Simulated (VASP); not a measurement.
# V (Pm-3m) in VASP: notebook, part 2 of 2

VASP 6.6.1. The steps go on from the part before.

### Step 5. Single point, PBEsol

This run uses another cell than the first one, of 14.03 Å³/atom.

The input, INCAR:

```
SYSTEM = V
PREC = Accurate
ENCUT = 520
EDIFF = 1E-6
ISMEAR = 0
SIGMA = 0.1
LREAL = .False.
LASPH = .True.
NELM = 60
ALGO = Fast
ISIF = 2
LWAVE = .False.
LCHARG = .True.
GGA = PS
LELF = .True.
LVHAR = .True.
NBANDS = 12
```

The input, KPOINTS:

```
regular mesh
0
Gamma
  22 22 22
  0 0 0
```

The input, POSCAR:

```
V
1.0
    2.4119983070      0.0000000000      0.0000000000
    0.0000000000      2.4119983070      0.0000000000
    0.0000000000      0.0000000000      2.4119983070
V
1
Direct
    0.0000000000      0.0000000000      0.0000000000
```

Potentials or basis: VASP PAW PBE potentials, release 64 (V_sv).

Run with:

```bash
cat potpaw_PBE.64/V_sv/POTCAR > POTCAR
mpirun -np 1 vasp_std > vasp.out
```

OUTCAR:

```text
SYSTEM = V
   PREC = Accurate
   ENCUT = 520
   EDIFF = 1E-6
   ISMEAR = 0
   LREAL = .False.
   LASPH = .True.
   NELM = 60
   ISIF = 2
   GGA = PS

 ion  position               nearest neighbor table
   1  0.000  0.000  0.000-

  LATTYP: Found a simple cubic cell.
 ALAT       =     2.4119983070

  Lattice vectors:

 A1 = (   2.4119983070,   0.0000000000,   0.0000000000)
 A2 = (   0.0000000000,   2.4119983070,   0.0000000000)
 A3 = (   0.0000000000,   0.0000000000,   2.4119983070)

Analysis of symmetry for initial positions (statically):
=====================================================================
 Subroutine PRICEL returns:
 Original cell was already a primitive cell.

 Routine SETGRP: Setting up the symmetry group for a
 simple cubic supercell.

 Subroutine GETGRP returns: Found 48 space group operations
 (whereof 48 operations were pure point group operations)
 out of a pool of 48 trial point group operations.

The static configuration has the point symmetry O_h .

Analysis of symmetry for dynamics (positions and initial velocities):
=====================================================================
 Subroutine PRICEL returns:
 Original cell was already a primitive cell.

 Routine SETGRP: Setting up the symmetry group for a
 simple cubic supercell.

 Subroutine GETGRP returns: Found 48 space group operations
 (whereof 48 operations were pure point group operations)
 out of a pool of 48 trial point group operations.

The dynamic configuration has the point symmetry O_h .

 Subroutine INISYM returns: Found 48 space group operations
 (whereof 48 operations are pure point group operations),
 and found     1 'primitive' translations

----------------------------------------------------------------------------------------

                                     Primitive cell

[... 113 lines left out ...]
   GGA     = PS    functional components
   LHFCALC =     F    Hartree Fock is set to
   AEXX    =    0.0000 exact exchange contribution
   IVDW    =     0    specifies the selected vdW correction
   LEPSILON=     F    determine dielectric tensor
   LRPA    =     F    only Hartree local field effects (RPA)
 non-spin polarized calculation
 RMM-DIIS sequential band-by-band and
 Gauss-broadening in eV      SIGMA  =   0.10
  energy-cutoff  :      520.00
  volume of cell :       14.03
 maximum number of plane-waves:       392
 NGX is ok and might be reduce to    18
   NGX =  9   NGY =  9   NGZ =  9

 number of electron      12.9999985 magnetization

 Free energy of the ion-electron system (eV)
  ---------------------------------------------------
  ext. energy  EPLUGINS =         0.00000000
  ---------------------------------------------------
  free energy    TOTEN  =        -8.76416348 eV

  energy without entropy =       -8.75937264  energy(sigma->0) =       -8.76176806

 E-fermi :   9.2314     XC(G=0): -12.7227

 val. band max:        9.2188733762   @ k =   0.4091   0.4091   0.1818
 cond. band min:       9.2386792781   @ k =   0.4545   0.3636   0.1818
 fundamental gap:      0.0198059019
 Fermi energy:         9.2313930432

 k-point     1 :       0.0000    0.0000    0.0000
  band No.  band energies     occupation
      1     -54.3821      2.00000
      2     -27.6483      2.00000
      3     -27.6483      2.00000
      4     -27.6483      2.00000
      5       2.7610      2.00000
      6       6.9695      2.00000
      7       6.9695      2.00000
      8      12.9296      0.00000
      9      12.9296      0.00000
     10      12.9296      0.00000
     11      28.0076      0.00000
     12      28.0076      0.00000
[... 331 lines left out ...]
 k-point    24 :       0.0909    0.0909    0.0000
  band No.  band energies     occupation
      1     -54.3513      2.00000
      2     -27.7461      2.00000
      3     -27.7334      2.00000
      4     -27.6311      2.00000
      5       3.2649      2.00000
      6       7.1566      2.00000
      7       7.2990      2.00000
      8      12.5203      0.00000
      9      12.7076      0.00000
     10      12.7872      0.00000
     11      26.3908      0.00000
     12      26.5769      0.00000

 [... further k-points ...]

------------------------ aborting loop because EDIFF is reached ----------------------------------------

  FORCE on cell =-STRESS in cart. coord.  units (eV):
  Direction    XX          YY          ZZ          XY          YZ          ZX
  --------------------------------------------------------------------------------------
  -------------------------------------------------------------------------------------
  Total        0.0373703      0.0373703      0.0373703      0.0000000     -0.0000000     -0.0000000
  in kB        4.2668367      4.2668367      4.2668367      0.0000000     -0.0000000     -0.0000000
  external PRESSURE =       4.2668367 kB  Pullay stress =       0.0000000 kB

 VOLUME and BASIS-vectors are now :
 -----------------------------------------------------------------------------
  energy-cutoff  :      520.00
  volume of cell :       14.03
      direct lattice vectors                 reciprocal lattice vectors
     2.411998307  0.000000000  0.000000000     0.414593989  0.000000000  0.000000000
     0.000000000  2.411998307  0.000000000     0.000000000  0.414593989  0.000000000
     0.000000000  0.000000000  2.411998307     0.000000000  0.000000000  0.414593989

 POSITION                                       TOTAL-FORCE (eV/Angst)
 -----------------------------------------------------------------------------------
      0.00000      0.00000      0.00000         0.000000      0.000000      0.000000
 -----------------------------------------------------------------------------------
    total drift:                               -0.000000      0.000000      0.000000

  FREE ENERGIE OF THE ION-ELECTRON SYSTEM (eV)
  ---------------------------------------------------
  free  energy   TOTEN  =        -8.7641634798 eV

  energy  without entropy=       -8.7593726432  energy(sigma->0) =       -8.76176806
```

OSZICAR:

```text
N       E                     dE             d eps       ncg     rms          rms(c)
DAV:   1     0.932724243410E+02    0.93272E+02   -0.70233E+03  8768   0.118E+03
DAV:   2    -0.838542328547E+01   -0.10166E+03   -0.97963E+02  8896   0.331E+02
DAV:   3    -0.976643898887E+01   -0.13810E+01   -0.13753E+01  9584   0.453E+01
DAV:   4    -0.977358429396E+01   -0.71453E-02   -0.71452E-02  9492   0.346E+00
DAV:   5    -0.977367288853E+01   -0.88595E-04   -0.88593E-04  9788   0.366E-01    0.183E+01
RMM:   6    -0.878002319317E+01    0.99365E+00   -0.22995E+00  8978   0.176E+01    0.302E+00
RMM:   7    -0.876913069520E+01    0.10892E-01   -0.63309E-02  9116   0.268E+00    0.152E+00
RMM:   8    -0.876418390894E+01    0.49468E-02   -0.67692E-03  9440   0.121E+00    0.623E-02
RMM:   9    -0.876416098519E+01    0.22924E-04   -0.85311E-04  9556   0.404E-01    0.303E-02
RMM:  10    -0.876416345521E+01   -0.24700E-05   -0.15350E-04  9563   0.208E-01    0.262E-02
RMM:  11    -0.876416267842E+01    0.77679E-06   -0.64478E-05  9605   0.119E-01    0.113E-02
RMM:  12    -0.876416344731E+01   -0.76889E-06   -0.10030E-05  8895   0.556E-02    0.380E-03
RMM:  13    -0.876416347980E+01   -0.32489E-07   -0.25631E-06  6422   0.253E-02
   1 F= -.87641635E+01 E0= -.87617681E+01  d E =-.479084E-02
```

Wall time 24 s (1 thread of Intel Xeon Platinum 8488C (Sapphire Rapids), shared host); peak memory 0.16 GiB.

What came out:

| Item | Value |
| --- | --- |
| Free energy | -8.7642 eV |
| Pressure | 0.4 GPa |
| Band gap on the k mesh | zero (an odd number of electrons rules out a gap without spin polarisation) |

Caveat: the PAW data sets were made with another functional, which shifts forces and pressure a little.

### Step 6. Relaxation of cell and atoms, PBEsol

The input, INCAR:

```
ALGO = Normal
EDIFF = 1E-6
EDIFFG = -0.01
ENCUT = 600
GGA = PS
IBRION = 2
ISIF = 3
ISMEAR = 0
LASPH = T
LCHARG = F
LREAL = F
LWAVE = F
NELM = 100
NSW = 100
PREC = Accurate
SIGMA = 0.1
```

The input, KPOINTS:

```
k-points
0
Gamma
  22 22 22
```

The input, POSCAR:

```
V
1.0
    2.4041139246      0.0000000000      0.0000000000
    0.0000000000      2.4041139246      0.0000000000
    0.0000000000      0.0000000000      2.4041139246
V
1
Direct
    0.0000000000      0.0000000000      0.0000000000
```

Potentials or basis: VASP PAW PBE potentials, release 64 (V_sv).

Run with:

```bash
cat potpaw_PBE.64/V_sv/POTCAR > POTCAR
mpirun -np 1 vasp_std > vasp.out
```

Run time: 42 s. Hardware: 1 thread of Intel Xeon Platinum 8488C (Sapphire Rapids), shared host; peak memory 0.18 GiB.

The run converged. Its results:

* Free energy: -8.7641 eV
* Relaxed volume: 14.06 Å³/atom
* Relaxed cell: a = 2.414 Å, b = 2.414 Å, c = 2.414 Å, α = 90.00°, β = 90.00°, γ = 90.00°
* Space group after relaxing (to 0.1 Å): Pm-3m (No. 221)
* Energy gained by relaxing: 0.9 meV/atom
* Ionic steps: 3
* Pressure after relaxing: 0.0 GPa
* Band gap on the k mesh: zero (an odd number of electrons rules out a gap without spin polarisation)

Step by step:
| step | energy change (eV) | largest force (eV/Å) | pressure (GPa) | volume (Å³) |
| --- | --- | --- | --- | --- |
| 1 | 0.0000 | 0.0000 | 1.81 | 13.90 |
| 2 | -0.0002 | 0.0000 | -1.62 | 14.21 |
| 3 | -0.0009 | 0.0000 | 0.00 | 14.06 |

Final structure:
```
V
1.0
     2.41370    0.00000    0.00000
     0.00000    2.41370    0.00000
     0.00000    0.00000    2.41370
V
1
Direct
  0.00000 0.00000 0.00000
```

Levels at points of the mesh, in eV from the Fermi level:
```csv
k point,band 3,band 4,band 5,band 6,band 7,band 8,band 9,band 10
"(0.00, 0.00, 0.00)",-36.88,-36.88,-6.47,-2.26,-2.26,3.69,3.69,3.69
"(0.50, 0.00, 0.00)",-36.78,-36.78,-2.27,-1.44,-0.12,1.56,1.56,3.88
"(0.50, 0.50, 0.00)",-37.90,-36.67,-3.81,-0.71,2.03,2.03,5.06,6.40
"(0.50, 0.50, 0.50)",-37.73,-37.73,-2.11,-2.11,-2.11,5.18,5.18,10.46
```

Caveat: the PAW data sets were made with another functional, which shifts forces and pressure a little.

### Step 7. The runs side by side

| task | spin | cell | k mesh | cutoff (eV) | gap on the mesh (eV) | pressure (GPa) | relaxed volume (Å³/atom) |
| --- | --- | --- | --- | --- | --- | --- | --- |
| single point | off | a = 2.404 Å, 1 atom | 8 × 8 × 8 | 520 | none | 0.4 | - |
| relaxation of cell and atoms | off | relaxed from a = 2.440 Å, 1 atom | 8 × 8 × 8 | 600 | none | 0.0 | 13.93 |
| single point | collinear, ferromagnetic start | a = 2.440 Å, 1 atom | 8 × 8 × 8 | 520 | none | -5.9 | - |
| single point | off | a = 2.412 Å, 1 atom | 22 × 22 × 22 | 520 | none | 0.4 | - |
| relaxation of cell and atoms | off | relaxed from a = 2.404 Å, 1 atom | 22 × 22 × 22 | 600 | none | 0.0 | 14.06 |

Alike in all rows: level PBEsol; potentials or basis VASP PAW PBE potentials, release 64 (V_sv); smearing gaussian 0.1 eV.

Caveats: the PAW data sets were made with another functional, which shifts forces and pressure a little; the cell stands under tension (at least some runs); the moments typed at the start vanished in this run (at least some runs).

Total energies depend on the potentials used, so only differences within one code and one set of settings carry meaning.

The gap in the log of VASP goes by the Fermi energy; the results here count the filled bands.